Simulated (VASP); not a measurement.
# SiO in VASP: a series of runs

Aim: see how the results for SiO move with the level of theory and the settings. Levels: PBE, revPBE+D3(BJ), revPBE+D4. Tasks: single point.

Program: VASP 6.6.1. These are calculated values, not measurements. Logs are shortened: lines on timing, memory, paths and dates and some standing lists are left out, and cuts for length are marked.

### 1 The cell of the first run

The structure is tetragonal, space group P4/mmm (No. 123). Conventional cell: a = 2.807 Å, b = 2.807 Å, c = 2.919 Å, α = 90.00°, β = 90.00°, γ = 90.00°. Si (site symmetry 4/mmm) has 8 O at 2.46 Å and 6 Si at 2.81 to 2.92 Å within 3.3 Å. O (site symmetry 4/mmm) has 8 Si at 2.46 Å and 6 O at 2.81 to 2.92 Å within 3.3 Å.

### 2 Single point, PBE

Contents of INCAR:

```
SYSTEM = SiO
  PREC = Accurate
  ENCUT = 520
  EDIFF = 1E-6
  ISMEAR = -1
  SIGMA = 0.05
  LREAL = .False.
  LASPH = .True.
  NELM = 60
  ALGO = Normal
  ISIF = 2
  LWAVE = .False.
  LCHARG = .False.
  GGA = PE
  NBANDS = 12
```

Contents of KPOINTS:

```
Automatic mesh
0
Gamma
  8 8 8
  0 0 0
```

Contents of POSCAR:

```
SiO
1.0
    2.8069700000      0.0000000000      0.0000000000
    0.0000000000      2.8069700000      0.0000000000
    0.0000000000      0.0000000000      2.9192488000
Si O
1 1
Direct
    0.0000000000      0.0000000000      0.0000000000
    0.5000000000      0.5000000000      0.5000000000
```

Potentials or basis: VASP PAW PBE potentials, release 64 (Si, O).

Launch:

```console
$ cat potpaw_PBE.64/Si/POTCAR potpaw_PBE.64/O/POTCAR > POTCAR
$ mpirun -np 1 vasp_std > vasp.out
```

OUTCAR:

```text
SYSTEM = SiO
   PREC = Accurate
   ENCUT = 520
   EDIFF = 1E-6
   ISMEAR = -1
   LREAL = .False.
   LASPH = .True.
   NELM = 60
   ISIF = 2
   GGA = PE

 ion  position               nearest neighbor table
   1  0.000  0.000  0.000-   2 2.46   2 2.46   2 2.46   2 2.46   2 2.46   2 2.46   2 2.46   2 2.46

   2  0.500  0.500  0.500-   1 2.46   1 2.46   1 2.46   1 2.46   1 2.46   1 2.46   1 2.46   1 2.46

  LATTYP: Found a simple tetragonal cell.
 ALAT       =     2.8069700000
 C/A-ratio  =     1.0400000000

  Lattice vectors:

 A1 = (   2.8069700000,   0.0000000000,   0.0000000000)
 A2 = (   0.0000000000,   2.8069700000,   0.0000000000)
 A3 = (   0.0000000000,   0.0000000000,   2.9192488000)

Analysis of symmetry for initial positions (statically):
=====================================================================
 Subroutine PRICEL returns:
 Original cell was already a primitive cell.

 Routine SETGRP: Setting up the symmetry group for a
 simple tetragonal supercell.

 Subroutine GETGRP returns: Found 16 space group operations
 (whereof 16 operations were pure point group operations)
 out of a pool of 16 trial point group operations.

The static configuration has the point symmetry D_4h.

Analysis of symmetry for dynamics (positions and initial velocities):
=====================================================================
 Subroutine PRICEL returns:
 Original cell was already a primitive cell.

 Routine SETGRP: Setting up the symmetry group for a
 simple tetragonal supercell.

 Subroutine GETGRP returns: Found 16 space group operations
 (whereof 16 operations were pure point group operations)
 out of a pool of 16 trial point group operations.

The dynamic configuration has the point symmetry D_4h.

 Subroutine INISYM returns: Found 16 space group operations
 (whereof 16 operations are pure point group operations),
 and found     1 'primitive' translations

----------------------------------------------------------------------------------------

                                     Primitive cell

  volume of cell :      23.0010

  direct lattice vectors                    reciprocal lattice vectors
     2.806970000  0.000000000  0.000000000     0.356256034  0.000000000  0.000000000
     0.000000000  2.806970000  0.000000000     0.000000000  0.356256034  0.000000000
     0.000000000  0.000000000  2.919248800     0.000000000  0.000000000  0.342553879

  length of vectors
     2.806970000  2.806970000  2.919248800     0.356256034  0.356256034  0.342553879

  position of ions in fractional coordinates (direct lattice)
     0.000000000  0.000000000  0.000000000
     0.500000000  0.500000000  0.500000000

  ion indices of the primitive-cell ions
   primitive index   ion index
                 1           1
                 2           2

----------------------------------------------------------------------------------------

 KPOINTS: Automatic mesh

Automatic generation of k-mesh.
 Grid dimensions read from file:
 generate k-points for:    8    8    8

 Generating k-lattice:

  Cartesian coordinates                     Fractional coordinates (reciprocal lattice)
     0.044532004  0.000000000  0.000000000     0.125000000  0.000000000  0.000000000
     0.000000000  0.044532004  0.000000000     0.000000000  0.125000000  0.000000000
     0.000000000  0.000000000  0.042819235     0.000000000  0.000000000  0.125000000

  Length of vectors
     0.044532004  0.044532004  0.042819235

  Shift w.r.t. Gamma in fractional coordinates (k-lattice)
     0.000000000  0.000000000  0.000000000

 Subroutine IBZKPT returns following result:
 ===========================================

 Found     75 irreducible k-points:

 Following reciprocal coordinates:
            Coordinates               Weight
  0.000000  0.000000  0.000000      1.000000
  0.125000  0.000000  0.000000      4.000000
  0.250000  0.000000  0.000000      4.000000
  0.375000  0.000000  0.000000      4.000000
  0.500000  0.000000  0.000000      2.000000
  0.125000  0.125000  0.000000      4.000000
[... 16 lines left out ...]
  0.375000  0.125000  0.125000     16.000000
  0.500000  0.125000  0.125000      8.000000
 [... further k-points ...]
   k-points           NKPTS =     75   k-points in BZ     NKDIM =     75   number of bands    NBANDS=     12
   number of dos      NEDOS =    301   number of ions     NIONS =      2
   total plane-waves  NPLWV =  13824
   dimension x,y,z NGX =    24 NGY =   24 NGZ =   24
   dimension x,y,z NGXF=    48 NGYF=   48 NGZF=   48
   ions per type =               1   1
   NGX,Y,Z   is equivalent  to a cutoff of  14.21, 14.21, 13.67 a.u.
   NGXF,Y,Z  is equivalent  to a cutoff of  28.43, 28.43, 27.34 a.u.
 SYSTEM =  SiO
   PREC   = accura    normal or accurate (medium, high low for compatibility)
   ISTART =      0    job   : 0-new  1-cont  2-samecut
   ICHARG =      2    charge: 1-file 2-atom 10-const
   ISPIN  =      1    spin polarized calculation?
   LNONCOLLINEAR =      F non collinear calculations
   LSORBIT =      F    spin-orbit coupling
   LASPH  =      T    aspherical Exc in radial PAW
   ENCUT  =  520.0 eV  38.22 Ry    6.18 a.u.   5.22  5.22  5.43*2*pi/ulx,y,z
   NELM   =     60;   NELMIN=  2; NELMDL= -5     # of ELM steps
   EDIFF  = 0.1E-05   stopping-criterion for ELM
   LREAL  =      F    real-space projection
   EDIFFG = 0.1E-04   stopping-criterion for IOM
   NSW    =      0    number of steps for IOM
   IBRION =     -1    ionic relax: 0-MD 1-quasi-New 2-CG
   NFREE  =      0    steps in history (QN), initial steepest desc. (CG)
   ISIF   =      2    stress and relaxation
   ISYM   =      2    0-nonsym 1-usesym 2-fastsym
   POTIM  = 0.5000    time-step for ionic-motion
   TEBEG  =    0.0;   TEEND  =   0.0 temperature during run
   PSTRESS=    0.0 pullay stress
   NELECT =      10.0000    total number of electrons
   NUPDOWN=      -1.0000    fix difference up-down
   EMIN   =  10.00;   EMAX   =-10.00  energy-range for DOS
   EFERMI =   0.00;   METHOD = LEGACY
   ISMEAR =    -1;   SIGMA  =   0.05  broadening in eV -4-tet -1-fermi 0-gaus
   EFERMI_NEDOS =   21; number of points for ismear=-14 and -15
   IALGO  =     38    algorithm
   IMIX   =      4    mixing-type and parameters
     AMIX     =   0.40;   BMIX     =  1.00
     AMIX_MAG =   1.60;   BMIX_MAG =  1.00
  volume/ion in A,a.u.               =      11.50        77.61
  Fermi-wavevector in a.u.,A,eV,Ry     =   1.240203  2.343643 20.927153  1.538102
  Thomas-Fermi vector in A             =   2.374653
   LORBIT       =      0    0 simple, 1 ext, 2 COOP (PROOUT), +10 PAW based schemes
   GGA     = PE    functional components
   LHFCALC =     F    Hartree Fock is set to
   AEXX    =    0.0000 exact exchange contribution
   IVDW    =     0    specifies the selected vdW correction
   LEPSILON=     F    determine dielectric tensor
   LRPA    =     F    only Hartree local field effects (RPA)
 non-spin polarized calculation
  energy-cutoff  :      520.00
  volume of cell :       23.00
 maximum number of plane-waves:       640
 NGX is ok and might be reduce to    24
   NGX = 11   NGY = 11   NGZ = 11

 number of electron      10.0000002 magnetization

 Free energy of the ion-electron system (eV)
  ---------------------------------------------------
  ext. energy  EPLUGINS =         0.00000000
  ---------------------------------------------------
  free energy    TOTEN  =       -10.36826615 eV

  energy without entropy =      -10.36347737  energy(sigma->0) =      -10.36587176

 E-fermi :   7.4772     XC(G=0): -11.2675

 val. band max:        7.4586749566   @ k =   0.5000   0.1250   0.1250
 cond. band min:       7.4884477373   @ k =   0.5000   0.3750   0.5000
 fundamental gap:      0.0297727806
 Fermi energy:         7.4772050064

 k-point     1 :       0.0000    0.0000    0.0000
  band No.  band energies     occupation
      1     -11.9506      2.00000
      2       0.4950      2.00000
      3       4.0756      2.00000
      4       4.6289      2.00000
      5       4.6289      2.00000
      6      13.4310      0.00000
      7      13.8085      0.00000
      8      14.9226      0.00000
      9      15.5650      0.00000
     10      15.5650      0.00000
     11      26.0966      0.00000
     12      26.0966      0.00000

 k-point     2 :       0.1250    0.0000    0.0000
  band No.  band energies     occupation
      1     -11.8113      2.00000
      2       0.0958      2.00000
      3       4.1896      2.00000
      4       4.6229      2.00000
      5       4.7263      2.00000
      6      12.5832      0.00000
      7      13.7736      0.00000
      8      14.7472      0.00000
      9      15.4597      0.00000
     10      17.1979      0.00000
     11      25.2208      0.00000
     12      26.0380      0.00000

 k-point     3 :       0.2500    0.0000    0.0000
  band No.  band energies     occupation
      1     -11.4435      2.00000
      2      -0.9444      2.00000
      3       4.4853      2.00000
      4       4.9227      2.00000
      5       4.9758      2.00000
      6      10.9125      0.00000
      7      14.2661      0.00000
      8      14.4894      0.00000
      9      15.1593      0.00000
     10      20.0634      0.00000
     11      23.9039      0.00000
     12      24.5487      0.00000

 k-point     4 :       0.3750    0.0000    0.0000
  band No.  band energies     occupation
      1     -11.0164      2.00000
      2      -2.0308      2.00000
      3       4.8169      2.00000
      4       5.2489      2.00000
      5       5.6745      2.00000
      6       9.2651      0.00000
      7      13.7019      0.00000
      8      14.7878      0.00000
      9      15.4897      0.00000
     10      22.7190      0.00000
     11      22.9935      0.00000
     12      23.1026      0.00000

 k-point     5 :       0.5000    0.0000    0.0000
  band No.  band energies     occupation
      1     -10.8154      2.00000
      2      -2.4925      2.00000
      3       4.9677      2.00000
      4       5.3704      2.00000
      5       6.3098      2.00000
      6       8.3224      0.00000
      7      13.4431      0.00000
      8      14.6119      0.00000
      9      16.0912      0.00000
     10      21.5573      0.00000
     11      22.8591      0.00000
     12      23.2887      0.00000
[... 228 lines left out ...]
      1     -11.5602      2.00000
      2      -0.3463      2.00000
      3       3.6764      2.00000
      4       3.9877      2.00000
      5       6.0910      2.00000
      6      12.4566      0.00000
      7      12.5008      0.00000
      8      13.5560      0.00000
      9      17.8031      0.00000
     10      18.4504      0.00000
     11      23.6744      0.00000
     12      24.0205      0.00000

 k-point    22 :       0.2500    0.1250    0.1250
  band No.  band energies     occupation
      1     -11.2166      2.00000
      2      -0.8228      2.00000
      3       3.2011      2.00000
      4       4.1616      2.00000
      5       6.7303      2.00000
      6      10.8184      0.00000
      7      12.1635      0.00000
      8      13.6561      0.00000
      9      18.2776      0.00000
     10      21.2966      0.00000
     11      22.2790      0.00000
     12      22.5028      0.00000

 k-point    23 :       0.3750    0.1250    0.1250
  band No.  band energies     occupation
      1     -10.8227      2.00000
      2      -1.6043      2.00000
      3       3.3068      2.00000
      4       4.5900      2.00000
      5       7.1985      1.99245
      6       9.1124      0.00000
      7      11.6815      0.00000
      8      14.1259      0.00000
      9      18.9537      0.00000
     10      21.0972      0.00000
     11      21.2456      0.00000
     12      24.1170      0.00000

 k-point    24 :       0.5000    0.1250    0.1250
  band No.  band energies     occupation
      1     -10.6398      2.00000
      2      -1.9855      2.00000
      3       3.5190      2.00000
      4       4.7951      2.00000
      5       7.4587      1.18321
      6       8.3082      0.00000
      7      11.4256      0.00000
      8      14.3202      0.00000
      9      19.5992      0.00000
     10      20.3951      0.00000
     11      20.7755      0.00000
     12      24.6652      0.00000

 [... further k-points ...]
[... 5 lines left out ...]
  --------------------------------------------------------------------------------------
  -------------------------------------------------------------------------------------
  Total       -0.5870600     -0.5870600     -1.0484166      0.0000000     -0.0000000      0.0000000
  in kB      -40.8927584    -40.8927584    -73.0294179      0.0000000     -0.0000000      0.0000000
  external PRESSURE =     -51.6049782 kB  Pullay stress =       0.0000000 kB

 VOLUME and BASIS-vectors are now :
 -----------------------------------------------------------------------------
  energy-cutoff  :      520.00
  volume of cell :       23.00
      direct lattice vectors                 reciprocal lattice vectors
     2.806970000  0.000000000  0.000000000     0.356256034  0.000000000  0.000000000
     0.000000000  2.806970000  0.000000000     0.000000000  0.356256034  0.000000000
     0.000000000  0.000000000  2.919248800     0.000000000  0.000000000  0.342553879

 POSITION                                       TOTAL-FORCE (eV/Angst)
 -----------------------------------------------------------------------------------
      0.00000      0.00000      0.00000         0.000000      0.000000      0.000000
      1.40349      1.40349      1.45962         0.000000      0.000000      0.000000
 -----------------------------------------------------------------------------------
    total drift:                                0.000000      0.000000     -0.000000

  FREE ENERGIE OF THE ION-ELECTRON SYSTEM (eV)
  ---------------------------------------------------
  free  energy   TOTEN  =       -10.3682661453 eV

  energy  without entropy=      -10.3634773666  energy(sigma->0) =      -10.36587176
```

Run time: 8.9 s. Hardware: 1 thread of Intel Xeon 6975P-C, shared host; peak memory 0.14 GiB.

What came out:

```yaml
Free_energy: -10.3683 eV
Pressure: -5.2 GPa
Band_gap_on_the_k_mesh: zero (band 5 reaches 7.82 eV, above the bottom of band 6 at 6.65 eV)
```

Stress tensor (GPa, compression positive):
```
-4.09  0.00  0.00
 0.00 -4.09  0.00
 0.00  0.00 -7.30
```

[end of part 1 of 2]
